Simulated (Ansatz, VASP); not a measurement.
Sb: VASP beside Ansatz

The input INCAR:

```
SYSTEM = Sb
PREC = Accurate ; ENCUT = 520
EDIFF = 1E-7 ; ISMEAR = -1
SIGMA = 0.05 ; LREAL = .FALSE.
LASPH = .TRUE. ; NELM = 100
ALGO = Normal ; ISIF = 2
LWAVE = .FALSE. ; LCHARG = .TRUE.
GGA = PS ; LELF = .TRUE.
LVHAR = .TRUE. ; NBANDS = 12
```

KPOINTS

```
Automatic mesh
0
G
  9 9 9
  0 0 0
```

File POSCAR:

```
Sb
1.0
    2.1141424358      1.2206007044      3.6805301114
   -2.1141424358      1.2206007044      3.6805301114
    0.0000000000     -2.4412014087      3.6805301114
Sb
2
Direct
    0.2336400000      0.2336400000      0.2336400000
    0.7663600000      0.7663600000      0.7663600000
```

Input for Ansatz:

```yaml
crystal:
  lattice:
    - [2.1141424358, 1.2206007044, 3.6805301114]
    - [-2.1141424358, 1.2206007044, 3.6805301114]
    - [0.0, -2.4412014087, 3.6805301114]
  atoms:
    - { symbol: Sb, position: [0.23364, 0.23364, 0.23364] }
    - { symbol: Sb, position: [0.76636, 0.76636, 0.76636] }
kpoints:
  mp_grid: { grid: [9, 9, 9] }
scf:
  occupations: { method: fermi_dirac, width: 0.05 }
hamiltonian:
  xc: pbesol
  pseudopotentials: { kind: all_electron, lapw: { basis_error: 0.0005 } }
output:
  forces: true
  stress: true
  eigenvalues: true
```

Change from the starting cell: volume scaled by 0.95.

Alike in both runs: task single point; functional PBEsol; k mesh 9 × 9 × 9; occupations fermi-dirac, width 0.05 eV; no spin polarisation.

```csv
,VASP,Ansatz
version,VASP 6.6.1,Ansatz 0.2.0
potentials or method,"VASP PAW PBE potentials, release 64 (Sb), cutoff 520 eV","all-electron LAPW, scalar-relativistic"
```

|  | VASP | Ansatz | Ansatz less VASP |
| --- | --- | --- | --- |
| pressure (GPa) | 4.1 | 3.8 | -0.27 |
| traceless stress, the component that is largest in VASP (GPa) | -0.79 | -0.72 | +0.070 |
| rms of the force components (eV/Å) | 0.292 | 0.251 | -0.0409 |

VASP's potentials were made for PBE, not for PBEsol. Atom by atom the forces differ by 0.041 eV/Å (rms over components). Ansatz ran all-electron here, and VASP with PAW potentials.

Neither program's run includes spin-orbit coupling.
